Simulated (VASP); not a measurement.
# K3Mg4SiF12 (a cell with a defect) in VASP: a series of runs, part 2 of 2

VASP 6.6.1. The steps go on from the part before.

### 3 Single point, r2SCAN

POSCAR reads:

```
K3Mg4SiF12
1.0
    7.9825440000      0.0000000000      0.0000000000
    0.0000000000      7.9825440000      0.0000000000
    0.0000000000      0.0000000000      7.9825440000
K Si Mg F
6 2 8 24
Direct
    0.9877300000      0.9975740000      0.9887080000
    0.9967780000      0.4967910000      0.0008630000
    0.9779220000      0.4967340000      0.4992480000
    0.5176300000      0.9962480000      0.9973280000
    0.5303920000      0.0049260000      0.4995030000
    0.5152950000      0.4941500000      0.9991010000
    0.0542270000      0.0272930000      0.4389550000
    0.4374520000      0.5628530000      0.5370980000
    0.2587380000      0.2576310000      0.2372780000
    0.2567460000      0.2389450000      0.7548210000
    0.2597260000      0.7341170000      0.2602760000
    0.2447770000      0.7574250000      0.7553580000
    0.7483870000      0.2494570000      0.2515100000
    0.7518050000      0.2473530000      0.7424740000
    0.7522880000      0.7476720000      0.2503860000
    0.7587890000      0.7419140000      0.7457270000
    0.2547280000      0.2659750000      0.9974690000
    0.2189000000      0.1952500000      0.4927670000
    0.2519330000      0.7312780000      0.0044870000
    0.1864020000      0.8793860000      0.5164910000
    0.7531320000      0.2450140000      0.9982450000
    0.7593600000      0.2456810000      0.4966870000
    0.7543770000      0.7475900000      0.9972110000
    0.7383980000      0.7415460000      0.4987270000
    0.0060280000      0.2576750000      0.2434530000
    0.0086620000      0.2480230000      0.7531810000
    0.0068440000      0.7424190000      0.2588690000
    0.0046700000      0.7345380000      0.7558500000
    0.4973750000      0.2249840000      0.2422630000
    0.5017710000      0.2291800000      0.7572550000
    0.5017670000      0.7677860000      0.2328460000
    0.5003860000      0.7195080000      0.7446110000
    0.2059110000      0.0055880000      0.2501810000
    0.2627700000      0.9966490000      0.7938870000
    0.2508790000      0.4927410000      0.2548320000
    0.2645530000      0.4917860000      0.7228590000
    0.7538460000      0.9976460000      0.2371700000
    0.7463030000      0.9907480000      0.7529700000
    0.7537780000      0.4984250000      0.2367600000
    0.7665850000      0.4946080000      0.7631940000
```

INCAR.step1 reads:

```
PREC = Accurate
ENCUT = 520
ISMEAR = -1
SIGMA = 0.05
LREAL = Auto
LASPH = T
NELM = 80
NBANDS = 149
ISYM = 0
GGA = PE
ALGO = Normal
EDIFF = 1E-4
LWAVE = T
LCHARG = F
```

INCAR.step2 reads:

```
PREC = Accurate
ENCUT = 520
EDIFF = 1E-6
ISMEAR = -1
SIGMA = 0.05
LREAL = Auto
LASPH = T
NELM = 80
ALGO = Normal
ISIF = 2
LWAVE = F
LCHARG = T
METAGGA = R2SCAN
LMIXTAU = T
LELF = T
LVHAR = T
NBANDS = 149
ISYM = 0
ISTART = 1
```

KPOINTS reads:

```
Automatic mesh
0
Gamma
  1 1 1
  0.25 0.25 0.25
```

Potentials or basis: VASP PAW PBE potentials, release 64 (K_sv, Si, Mg, F).

On the command line:

```bash
$ cat potpaw_PBE.64/K_sv/POTCAR potpaw_PBE.64/Si/POTCAR potpaw_PBE.64/Mg/POTCAR potpaw_PBE.64/F/POTCAR > POTCAR
$ cp INCAR.step1 INCAR
$ mpirun -np 1 vasp_std > vasp.out
$ cp INCAR.step2 INCAR
$ mpirun -np 1 vasp_std > vasp.out
```

OUTCAR:

```text
PREC = Accurate
   ENCUT = 520
   EDIFF = 1E-6
   ISMEAR = -1
   LREAL = Auto
   LASPH = T
   NELM = 80
   ISIF = 2
   METAGGA = R2SCAN
   ISYM = 0
   ISTART = 1

 ion  position               nearest neighbor table
   1  0.988  0.998  0.989-  34 2.69  38 2.69  33 2.72  21 2.72  37 2.72  23 2.73  26 2.75  28 2.81
                            16 3.36  12 3.37  14 3.37  10 3.44  15 3.45  13 3.48   9 3.60  11 3.72
   2  0.997  0.497  0.001-  40 2.64  39 2.70  25 2.72  28 2.73  17 2.76  19 2.77  23 2.78  21 2.80
                            26 2.80  27 2.84   9 3.40  16 3.40  15 3.43  13 3.44  14 3.47  12 3.48
   3  0.978  0.497  0.499-  22 2.66  40 2.70  24 2.73  27 2.75  39 2.76  28 2.80  25 2.80  26 2.85
                            16 3.28  14 3.32  13 3.34  15 3.35  11 3.51   9 3.61  12 3.61  10 3.65
   4  0.518  0.996  0.997-  34 2.60  31 2.62  38 2.67  30 2.67  29 2.68  37 2.69  21 2.73  23 2.74
                            15 3.40  13 3.41  14 3.41  10 3.44  16 3.44  12 3.48   9 3.51  11 3.61
   5  0.530  0.005  0.500-  22 2.65  38 2.66  24 2.68  29 2.72  30 2.74  37 2.75  31 2.86  14 3.26
                            13 3.28  15 3.36  16 3.41  10 3.52  11 3.60   9 3.63  12 3.64
   6  0.515  0.494  0.999-  39 2.69  32 2.72  21 2.75  40 2.75  17 2.76  23 2.78  19 2.83  13 3.37
                             9 3.37  14 3.41  15 3.42  16 3.43  11 3.49  10 3.49  12 3.59
   7  0.054  0.027  0.439-  20 1.70  18 1.93  33 1.94  25 2.44   9 2.94  11 3.19  13 3.37
   8  0.437  0.563  0.537-  36 2.10  32 2.14  12 2.80  11 2.96  16 3.38
   9  0.259  0.258  0.237-  35 1.88  17 1.92  29 1.92  25 2.02  33 2.06  18 2.12   7 2.94   6 3.37
                             2 3.40   4 3.51   1 3.60   3 3.61   5 3.63
  10  0.257  0.239  0.755-  17 1.95  30 1.96  34 1.96  26 1.98  36 2.04  18 2.14   1 3.44   4 3.44
                             6 3.49   2 3.52   5 3.52   3 3.65
  11  0.260  0.734  0.260-  35 1.93  31 1.96  27 2.02  19 2.04  33 2.21  20 2.42   8 2.96   7 3.19
                             6 3.49   2 3.50   3 3.51   5 3.60   4 3.61   1 3.72
  12  0.245  0.757  0.755-  28 1.93  34 1.94  19 2.00  32 2.06  36 2.14  20 2.19   8 2.80   1 3.37
                             2 3.48   4 3.48   6 3.59   3 3.61   5 3.64
  13  0.748  0.249  0.252-  22 1.96  39 1.99  37 2.01  29 2.01  21 2.02  25 2.06   5 3.28   3 3.34
                             6 3.37   7 3.37   4 3.41   2 3.44   1 3.48
  14  0.752  0.247  0.742-  22 1.96  40 1.98  30 2.00  21 2.04  38 2.05  26 2.05   5 3.26   3 3.32
                             1 3.37   6 3.41   4 3.41   2 3.47
[... 216 lines left out ...]
   NGX = 29   NGY = 29   NGZ = 29

 number of electron     246.0000024 magnetization

 Free energy of the ion-electron system (eV)
  ---------------------------------------------------
  ext. energy  EPLUGINS =         0.00000000
  ---------------------------------------------------
  free energy    TOTEN  =      -291.24000483 eV

  energy without entropy =     -291.24000377  energy(sigma->0) =     -291.24000430

 E-fermi :   4.5387     XC(G=0): -10.1528

 val. band max:        3.8099910527   @ k =  -0.2500   0.2500   0.2500
 cond. band min:       5.2602326500   @ k =  -0.2500   0.2500   0.2500
 fundamental gap:      1.4502415973
 Fermi energy:         4.5387463152

 k-point     1 :       0.2500    0.2500    0.2500
  band No.  band energies     occupation
      1     -28.5023      2.00000
      2     -28.4893      2.00000
      3     -28.4414      2.00000
      4     -28.4195      2.00000
      5     -28.2404      2.00000
      6     -28.2155      2.00000
[... 541 lines left out ...]
    134       9.5245      0.00000
    135       9.6560      0.00000
 [bands above 135 left out]

------------------------ aborting loop because EDIFF is reached ----------------------------------------

  FORCE on cell =-STRESS in cart. coord.  units (eV):
  Direction    XX          YY          ZZ          XY          YZ          ZX
  --------------------------------------------------------------------------------------
  -------------------------------------------------------------------------------------
  Total       -0.3511685      3.7157913      2.0243686     -0.9478227     -1.0239339      0.4416778
  in kB       -1.1061199     11.7040974      6.3764098     -2.9854770     -3.2252139      1.3912085
  external PRESSURE =       5.6581291 kB  Pullay stress =       0.0000000 kB

 VOLUME and BASIS-vectors are now :
 -----------------------------------------------------------------------------
  energy-cutoff  :      520.00
  volume of cell :      508.66
      direct lattice vectors                 reciprocal lattice vectors
     7.982544000  0.000000000  0.000000000     0.125273346  0.000000000  0.000000000
     0.000000000  7.982544000  0.000000000     0.000000000  0.125273346  0.000000000
     0.000000000  0.000000000  7.982544000     0.000000000  0.000000000  0.125273346

 POSITION                                       TOTAL-FORCE (eV/Angst)
 -----------------------------------------------------------------------------------
      7.88460      7.96318      7.89241         0.027106     -0.005625      0.022233
      7.95682      3.96566      0.00689         0.030228     -0.007927      0.002807
      7.80631      3.96520      3.98527         0.036630     -0.018524      0.000135
      4.13200      7.95259      7.96121        -0.032129     -0.012773      0.000690
      4.23388      0.03932      3.98730        -0.057443     -0.017751     -0.003810
      4.11337      3.94457      7.97537        -0.044324     -0.014035      0.011189
[... 32 lines left out ...]
      6.01707      3.97870      1.88995         0.009783     -0.003130      0.016447
      6.11930      3.94823      6.09223        -0.012984      0.014113     -0.020420
 -----------------------------------------------------------------------------------
    total drift:                               -0.021870     -0.032648      0.002722

  FREE ENERGIE OF THE ION-ELECTRON SYSTEM (eV)
  ---------------------------------------------------
  free  energy   TOTEN  =      -291.2400048322 eV

  energy  without entropy=     -291.2400037690  energy(sigma->0) =     -291.24000430
```

OSZICAR.step1:

```text
N       E                     dE             d eps       ncg     rms          rms(c)
DAV:   1     0.201675443829E+04    0.20168E+04   -0.13333E+05  1192   0.159E+03
DAV:   2    -0.532274562180E+02   -0.20700E+04   -0.20303E+04  1404   0.416E+02
DAV:   3    -0.201665691328E+03   -0.14844E+03   -0.14774E+03  1416   0.115E+02
DAV:   4    -0.209407019863E+03   -0.77413E+01   -0.77248E+01  1880   0.188E+01
DAV:   5    -0.209600969347E+03   -0.19395E+00   -0.19383E+00  1696   0.314E+00    0.258E+01
DAV:   6    -0.191991891224E+03    0.17609E+02   -0.77822E+01  1392   0.253E+01    0.108E+01
DAV:   7    -0.191916673789E+03    0.75217E-01   -0.33848E+00  1520   0.585E+00    0.720E+00
DAV:   8    -0.191826926791E+03    0.89747E-01   -0.58280E-01  1416   0.308E+00    0.157E+00
DAV:   9    -0.191823477078E+03    0.34497E-02   -0.14532E-01  1560   0.159E+00    0.472E-01
DAV:  10    -0.191827530037E+03   -0.40530E-02   -0.39051E-02  1576   0.649E-01    0.313E-01
DAV:  11    -0.191827494657E+03    0.35380E-04   -0.41895E-03  1632   0.278E-01    0.169E-01
DAV:  12    -0.191827714470E+03   -0.21981E-03   -0.21802E-03  1424   0.239E-01    0.485E-02
DAV:  13    -0.191827730792E+03   -0.16322E-04   -0.87791E-04  1384   0.110E-01
   1 F= -.19182773E+03 E0= -.19182772E+03  d E =-.142525E-04
```

Wall time 19 min (1 thread of AMD EPYC 9R45 (Zen 5), shared host); peak memory 0.64 GiB.

What came out:

```
Free energy            : -291.2400 eV
Pressure               : 0.6 GPa
Largest force          : 0.390 eV/Å
Band gap on the k mesh : 1.45 eV
```

Forces on the atoms (eV/Å):
```
K    0.027 -0.006  0.022
K    0.030 -0.008  0.003
K    0.037 -0.019  0.000
K   -0.032 -0.013  0.001
K   -0.057 -0.018 -0.004
K   -0.044 -0.014  0.011
Si   0.307 -0.157  0.181
Si  -0.083  0.011 -0.037
Mg  -0.011  0.072 -0.070
Mg   0.012  0.013  0.090
Mg   0.027 -0.074 -0.076
Mg  -0.021  0.006  0.021
Mg  -0.016  0.002 -0.010
Mg   0.000 -0.008  0.021
Mg  -0.038  0.002 -0.004
Mg   0.004 -0.012  0.013
F   -0.012 -0.026  0.005
F   -0.052 -0.083 -0.037
F    0.009  0.033 -0.016
F   -0.087  0.146 -0.053
F    0.013  0.010  0.012
F   -0.036  0.030 -0.003
F    0.005 -0.011 -0.002
F    0.081  0.033 -0.006
F    0.019  0.029 -0.034
F    0.012  0.005 -0.018
F    0.025 -0.016 -0.020
F    0.018  0.027 -0.025
F   -0.026  0.013  0.000
F   -0.010  0.007  0.002
F   -0.014  0.017 -0.008
F    0.031  0.083  0.064
F   -0.003  0.012  0.097
F   -0.025  0.012 -0.087
F   -0.034 -0.053 -0.081
F   -0.050 -0.039  0.076
F   -0.026 -0.012 -0.013
F    0.023 -0.006 -0.014
F    0.010 -0.003  0.016
F   -0.013  0.014 -0.020
```

Levels at points of the mesh, in eV from the valence-band top:
| k point | band 121 | band 122 | band 123 | band 124 | band 125 | band 126 |
| --- | --- | --- | --- | --- | --- | --- |
| (0.25, 0.25, 0.25) | -4.38 | -3.34 | -0.03 | 1.51 | 1.91 | 2.13 |

Caveat: the PAW data sets were made with another functional, which shifts forces and pressure a little.
